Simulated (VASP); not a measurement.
# Be (P1) in VASP: further runs

Runs on Be. Level: PBE+D3(BJ). Tasks: single point.

Everything below comes from runs of VASP 6.6.1. Logs are shortened: lines on timing, memory, paths and dates and some standing lists are left out, and cuts for length are marked.

## (1) The cell of the first run

The typed cell holds 36 atoms: a = 6.983 Å, b = 6.983 Å, c = 7.295 Å, α = 90.00°, β = 90.00°, γ = 120.00°.

## (2) Single point, PBE+D3(BJ)

INCAR reads:

```
SYSTEM = Be
ALGO     = Normal         ! electronic algorithm
EDIFF    = 1E-6           ! SCF threshold, eV
ENCUT    = 520            ! plane-wave cutoff, eV
GGA      = PE             ! functional
ISIF     = 2              ! what is computed and relaxed
ISMEAR   = -1             ! smearing method
IVDW     = 12             ! dispersion correction
LASPH    = .TRUE.         ! aspherical terms in the spheres
LCHARG   = .FALSE.        ! write CHGCAR
LREAL    = Auto         
LWAVE    = .FALSE.        ! write WAVECAR
NBANDS   = 60             ! bands
NELM     = 60             ! most SCF steps
PREC     = Accurate       ! precision mode
SIGMA    = 0.24           ! smearing width, eV
```

KPOINTS reads:

```
k-points
0
G
  2 2 2
  0 0 0
```

POSCAR reads:

```
Be
1.0
    6.9826430000      0.0000000000      0.0000000000
   -3.4913210000      6.0471460000      0.0000000000
    0.0000000000      0.0000000000      7.2945340000
Be
36
Direct
    0.0201688320     -0.0011079607      0.0194803397
    0.1227391493      0.2357971843      0.2756173321
    0.1206686521      0.0586557692      0.5061461089
    0.0624457480      0.1629859772      0.7567309989
    0.0533949634      0.3720763481      0.0189868194
    0.1285184055      0.4966309727      0.3340172244
   -0.0360410763      0.2276611148      0.5049808528
    0.1261000603      0.5197493165      0.7308760231
   -0.0317126391      0.6464206421     -0.0162998760
    0.0241805975      0.8749251300      0.2456633967
   -0.0168135407      0.6466025461      0.5185800765
    0.0073012679      0.8612161836      0.7582115595
    0.4601736597      0.0586392325     -0.0218656874
    0.4125740974      0.2054688278      0.3125902217
    0.3830535646      0.0250696775      0.5357299041
    0.4119939825      0.2766594357      0.7842995865
    0.3079874301      0.2966688749      0.0560008357
    0.4318164959      0.5112163655      0.2501324965
    0.3709611677      0.3547623954      0.5180865563
    0.3778054225      0.5120928120      0.8137188750
    0.3645382800      0.6873159669     -0.0105284313
    0.4814083049      0.8198909039      0.2446352296
    0.3907683855      0.7251685340      0.4835949767
    0.4601262937      0.9059314923      0.7508498829
    0.6802720269     -0.0623269225     -0.0452119354
    0.8193967546      0.2803967359      0.2714772458
    0.6542362937      0.0530167454      0.4548200063
    0.8246275320      0.2854735110      0.7612549342
    0.6720946764      0.3801131972     -0.0284322480
    0.7294834435      0.5611407431      0.2324754398
    0.6664804160      0.3672806974      0.4595495751
    0.7050224827      0.5439260107      0.7044589826
    0.6908683544      0.6874151873     -0.0305297090
    0.7714770753      0.8826312446      0.2040431918
    0.6317897773      0.6213013544      0.4817716937
    0.7200977710      0.9191608736      0.6640862871
```

Potentials or basis: VASP PAW PBE potentials, release 64 (Be).

On the command line:

```
$ cat potpaw_PBE.64/Be/POTCAR > POTCAR
$ mpirun -np 1 vasp_std > vasp.out
```

OUTCAR:

```text
SYSTEM = Be
   EDIFF = 1E-6
   ENCUT = 520
   GGA = PE
   ISIF = 2
   ISMEAR = -1
   IVDW = 12
   LASPH = .TRUE.
   LREAL = Auto
   NELM = 60
   PREC = Accurate
 IVDW          = 12

 ion  position               nearest neighbor table
   1  0.020  0.999  0.019-  10 1.87  34 2.02  17 2.06  12 2.12   4 2.18  25 2.24  33 2.27   9 2.32
                             2 2.36
   2  0.123  0.236  0.276-   6 1.85  17 1.97   7 1.99  18 2.06   3 2.08  14 2.15   5 2.26  10 2.27
                            26 2.29  19 2.32   1 2.36
   3  0.121  0.059  0.506-  19 1.93   7 1.97  15 1.97   4 2.08   2 2.08  12 2.19  10 2.20  14 2.26
[... 33 lines left out ...]
  30  0.729  0.561  0.232-  18 1.93  31 2.04  35 2.06  34 2.12  10 2.13  33 2.18  29 2.21   9 2.33
                            26 2.36
  31  0.666  0.367  0.460-  14 1.89  35 1.91  26 2.01  30 2.04  19 2.07  32 2.11  11 2.14  27 2.15
                            15 2.28
  32  0.705  0.544  0.704-  35 1.86  16 2.05  31 2.11  11 2.18  12 2.20  33 2.20  29 2.21  20 2.32
                            28 2.37
  33  0.691  0.687  0.969-  25 1.79  34 2.08  29 2.08   9 2.10  30 2.18  32 2.20  20 2.21   1 2.27
                            21 2.28
  34  0.771  0.883  0.204-  10 1.82  22 1.87   1 2.02  25 2.03  33 2.08  30 2.12
  35  0.632  0.621  0.482-  19 1.86  32 1.86  31 1.91  30 2.06  18 2.08  23 2.14  36 2.28  11 2.39

  36  0.720  0.919  0.664-  24 1.88  27 1.96  25 2.15   4 2.24  35 2.28   7 2.28  12 2.34

  LATTYP: Found a hexagonal cell.
 ALAT       =     6.9826430000
 C/A-ratio  =     1.0446666112

  Lattice vectors:

 A1 = (   6.9826430000,   0.0000000000,   0.0000000000)
 A2 = (  -3.4913210000,   6.0471460000,   0.0000000000)
 A3 = (   0.0000000000,   0.0000000000,   7.2945340000)

Analysis of symmetry for initial positions (statically):
=====================================================================
 Subroutine PRICEL returns:
 Original cell was already a primitive cell.

 Routine SETGRP: Setting up the symmetry group for a
 hexagonal supercell.

 Subroutine GETGRP returns: Found  1 space group operations
 (whereof  1 operations were pure point group operations)
 out of a pool of 24 trial point group operations.

The static configuration has the point symmetry C_1 .

Analysis of symmetry for dynamics (positions and initial velocities):
=====================================================================
 Subroutine PRICEL returns:
 Original cell was already a primitive cell.

 Routine SETGRP: Setting up the symmetry group for a
 hexagonal supercell.

 Subroutine GETGRP returns: Found  1 space group operations
 (whereof  1 operations were pure point group operations)
 out of a pool of 24 trial point group operations.
[... 155 lines left out ...]
   NSW    =      0    number of steps for IOM
[... 5 lines left out ...]
   TEBEG  =    0.0;   TEEND  =   0.0 temperature during run
   PSTRESS=    0.0 pullay stress
   NELECT =      72.0000    total number of electrons
   NUPDOWN=      -1.0000    fix difference up-down
   EMIN   =  10.00;   EMAX   =-10.00  energy-range for DOS
   EFERMI =   0.00;   METHOD = LEGACY
   ISMEAR =    -1;   SIGMA  =   0.24  broadening in eV -4-tet -1-fermi 0-gaus
   EFERMI_NEDOS =   21; number of points for ismear=-14 and -15
   IALGO  =     38    algorithm
   IMIX   =      4    mixing-type and parameters
     AMIX     =   0.40;   BMIX     =  1.00
     AMIX_MAG =   1.60;   BMIX_MAG =  1.00
  volume/ion in A,a.u.               =       8.56        57.74
  Fermi-wavevector in a.u.,A,eV,Ry     =   1.008470  1.905732 13.837289  1.017012
  Thomas-Fermi vector in A             =   2.141339
   LORBIT       =      0    0 simple, 1 ext, 2 COOP (PROOUT), +10 PAW based schemes
   GGA     = PE    functional components
   LHFCALC =     F    Hartree Fock is set to
   AEXX    =    0.0000 exact exchange contribution
   IVDW    =    12    specifies the selected vdW correction
   LEPSILON=     F    determine dielectric tensor
   LRPA    =     F    only Hartree local field effects (RPA)
 non-spin polarized calculation
  energy-cutoff  :      520.00
  volume of cell :      308.01
 maximum number of plane-waves:      8320
 NGX is ok and might be reduce to    54
   NGX = 25   NGY = 25   NGZ = 27

 number of electron      72.0000000 magnetization

 Free energy of the ion-electron system (eV)
  ---------------------------------------------------
  ext. energy  EPLUGINS =         0.00000000
  ---------------------------------------------------
  free energy    TOTEN  =      -117.29378427 eV

  energy without entropy =     -115.98119177  energy(sigma->0) =     -116.63748802

 E-fermi :   5.9365     XC(G=0): -10.2473

 val. band max:        5.8924416015   @ k =   0.5000   0.0000   0.0000
 cond. band min:       5.9994293606   @ k =   0.5000   0.5000   0.0000
 fundamental gap:      0.1069877590
 Fermi energy:         5.9365360579

 k-point     1 :       0.0000    0.0000    0.0000
  band No.  band energies     occupation
      1      -4.7554      2.00000
      2      -2.9388      2.00000
      3      -2.6650      2.00000
      4      -2.1494      2.00000
      5      -2.0419      2.00000
      6      -1.7843      2.00000
[... 397 lines left out ...]
     47       8.4810      0.00005
     48       8.6911      0.00002
 [bands above 48 left out]

------------------------ aborting loop because EDIFF is reached ----------------------------------------

 Edisp (eV)  -11.80338

 E8    (eV) :    -4.0897

  FORCE on cell =-STRESS in cart. coord.  units (eV):
  Direction    XX          YY          ZZ          XY          YZ          ZX
  --------------------------------------------------------------------------------------
  -------------------------------------------------------------------------------------
  Total      15.15118     7.16487     0.94679    -2.78516     0.85027     0.23555
  in kB      78.81145    37.26929     4.92490   -14.48748     4.42282     1.22527
  external pressure =       40.34 kB  Pullay stress =        0.00 kB

 VOLUME and BASIS-vectors are now :
 -----------------------------------------------------------------------------
  energy-cutoff  :      520.00
  volume of cell :      308.01
      direct lattice vectors                 reciprocal lattice vectors
     6.982643000  0.000000000  0.000000000     0.143212248  0.082683621  0.000000000
    -3.491321000  6.047146000  0.000000000     0.000000000  0.165367266  0.000000000
     0.000000000  0.000000000  7.294534000     0.000000000  0.000000000  0.137088949

 POSITION                                       TOTAL-FORCE (eV/Angst)
 -----------------------------------------------------------------------------------
     -3.34662      6.04045      0.14210        -0.768055      0.364234     -1.669788
      0.03380      1.42590      2.01050         0.146875     -2.518538     -0.979032
      0.63780      0.35470      3.69210        -0.557670     -2.189788      0.177959
     -0.13300      0.98560      5.52000        -0.359139      2.341319      0.607327
     -0.92620      2.25000      0.13850        -0.353234     -0.266786     -0.421425
     -0.83650      3.00320      2.43650        -0.231392      2.915100     -0.898766
[... 28 lines left out ...]
      2.24240      3.75710      3.51430         0.536334      3.530786     -1.468624
      1.81910      5.55830      4.84420         3.157347     -0.495004      0.196601
 -----------------------------------------------------------------------------------
    total drift:                                0.000180      0.001663      0.000104

  FREE ENERGIE OF THE ION-ELECTRON SYSTEM (eV)
  ---------------------------------------------------
  free  energy   TOTEN  =      -129.0971602352 eV

  energy  without entropy=     -127.7845677349  energy(sigma->0) =     -128.44086399
```

OSZICAR:

```text
N       E                     dE             d eps       ncg     rms          rms(c)
DAV:   1     0.106835975100E+03    0.10684E+03   -0.27800E+04   960   0.102E+03
DAV:   2    -0.111677780970E+03   -0.21851E+03   -0.20203E+03  1204   0.183E+02
DAV:   3    -0.124611015128E+03   -0.12933E+02   -0.12412E+02  1240   0.377E+01
DAV:   4    -0.124871230108E+03   -0.26021E+00   -0.25818E+00  1200   0.589E+00
DAV:   5    -0.124875669622E+03   -0.44395E-02   -0.44308E-02  1248   0.620E-01    0.963E+00
DAV:   6    -0.118183973697E+03    0.66917E+01   -0.10209E+01  1092   0.102E+01    0.459E+00
DAV:   7    -0.117438224883E+03    0.74575E+00   -0.27346E+00  1224   0.531E+00    0.214E+00
DAV:   8    -0.117305506223E+03    0.13272E+00   -0.28867E-01  1200   0.191E+00    0.806E-01
DAV:   9    -0.117294722318E+03    0.10784E-01   -0.30526E-02  1216   0.641E-01    0.277E-01
DAV:  10    -0.117293832656E+03    0.88966E-03   -0.27839E-03  1160   0.201E-01    0.789E-02
DAV:  11    -0.117293780169E+03    0.52487E-04   -0.33394E-04  1176   0.595E-02    0.185E-02
DAV:  12    -0.117293780609E+03   -0.44074E-06   -0.35131E-05  1144   0.193E-02    0.566E-03
DAV:  13    -0.117293782834E+03   -0.22247E-05   -0.29885E-06   968   0.573E-03    0.216E-03
DAV:  14    -0.117293783882E+03   -0.10479E-05   -0.30168E-07   664   0.220E-03    0.741E-04
DAV:  15    -0.117293784267E+03   -0.38530E-06   -0.55704E-08   632   0.978E-04
   1 F= -.12909716E+03 E0= -.12844086E+03  d E =-.131259E+01
```

stdout:

```text
POSCAR found type information on POSCAR Be
 POSCAR found :  1 types and      36 ions
 scaLAPACK will be used
 LDA part: xc-table for (Slater+PW92), standard interpolation
 POSCAR, INCAR and KPOINTS ok, starting setup
 FFT: planning ... GRIDC
 FFT: planning ... GRID_SOFT
 FFT: planning ... GRID
 WAVECAR not read
 entering main loop
```

It took 3.1 min on 1 thread of Intel Xeon 6975P-C (Granite Rapids), shared host; peak memory 0.4 GiB.

What came out:

```
Free energy                : -129.0972 eV
Pressure                   : 4.0 GPa
Largest force              : 4.244 eV/Å
Band gap on the k mesh     : zero (bands 36 and 37 overlap by 0.40 eV)
Dispersion energy per atom : -0.328 eV
```

Forces in eV/Å, atoms in the order of the input:
```
Be  -0.768  0.364 -1.670
Be   0.147 -2.519 -0.979
Be  -0.558 -2.190  0.178
Be  -0.359  2.341  0.607
Be  -0.353 -0.267 -0.421
Be  -0.231  2.915 -0.899
Be  -0.619  1.110  1.016
Be  -0.618  1.468 -0.333
Be   0.893  0.313  0.259
Be   3.682 -0.146  2.105
Be  -0.100  0.772 -0.657
Be   0.821 -0.786 -0.557
Be  -1.375 -0.738  1.271
Be   0.113 -1.019 -2.832
Be  -1.871 -0.277  0.057
Be   2.183 -3.589 -0.248
Be   1.684 -0.353 -1.658
Be  -1.000  0.916  0.949
Be  -2.158  0.334  1.753
Be   1.252  1.030 -1.753
Be  -1.631  0.924  1.259
Be  -2.428  1.602 -1.278
Be   0.097 -0.782  2.632
Be  -0.878 -1.133  0.110
Be  -1.421  3.049 -0.272
Be  -0.430 -0.381 -1.964
Be  -0.911 -1.522 -0.400
Be  -1.521 -1.807 -0.083
Be  -0.678 -0.147  0.860
Be   2.316 -0.428 -0.734
Be   1.413 -0.732  1.852
Be   1.203 -0.018  1.653
Be   1.183 -2.015  0.028
Be  -0.771  0.673  1.422
Be   0.536  3.531 -1.469
Be   3.157 -0.495  0.197
```

Levels at points of the mesh, in eV from the Fermi level:
| k point | band 32 | band 33 | band 34 | band 35 | band 36 | band 37 | band 38 | band 39 | band 40 | band 41 |
| --- | --- | --- | --- | --- | --- | --- | --- | --- | --- | --- |
| (0.00, 0.00, 0.00) | -0.66 | -0.49 | -0.30 | -0.16 | 0.15 | 0.18 | 0.35 | 0.51 | 0.58 | 0.73 |
| (0.50, 0.00, 0.00) | -1.13 | -0.94 | -0.74 | -0.30 | -0.04 | 0.07 | 0.35 | 0.65 | 0.75 | 0.98 |
| (0.00, 0.50, 0.00) | -1.26 | -1.19 | -0.71 | -0.49 | 0.07 | 0.38 | 0.50 | 0.71 | 1.02 | 1.36 |
| (0.50, 0.50, 0.00) | -1.42 | -0.93 | -0.84 | -0.50 | 0.06 | 0.28 | 0.55 | 0.69 | 0.97 | 1.01 |
| (0.00, 0.00, 0.50) | -1.37 | -1.10 | -0.87 | -0.55 | -0.44 | -0.25 | -0.12 | 0.40 | 0.46 | 1.08 |
| (0.50, 0.00, 0.50) | -1.46 | -1.14 | -1.01 | -0.76 | -0.51 | 0.42 | 0.51 | 0.87 | 1.13 | 1.44 |
| (0.00, 0.50, 0.50) | -1.40 | -1.21 | -0.84 | -0.64 | -0.13 | 0.31 | 0.48 | 0.80 | 1.24 | 1.29 |
| (0.50, 0.50, 0.50) | -1.43 | -1.03 | -0.86 | -0.74 | -0.30 | 0.47 | 0.50 | 0.97 | 1.19 | 1.29 |

Caveat: the k points lie up to 0.52 Å⁻¹ apart; forces of over 1 eV/Å act on the atoms, so gaps and moduli don't describe the material at rest.

[end of part 1 of 4]
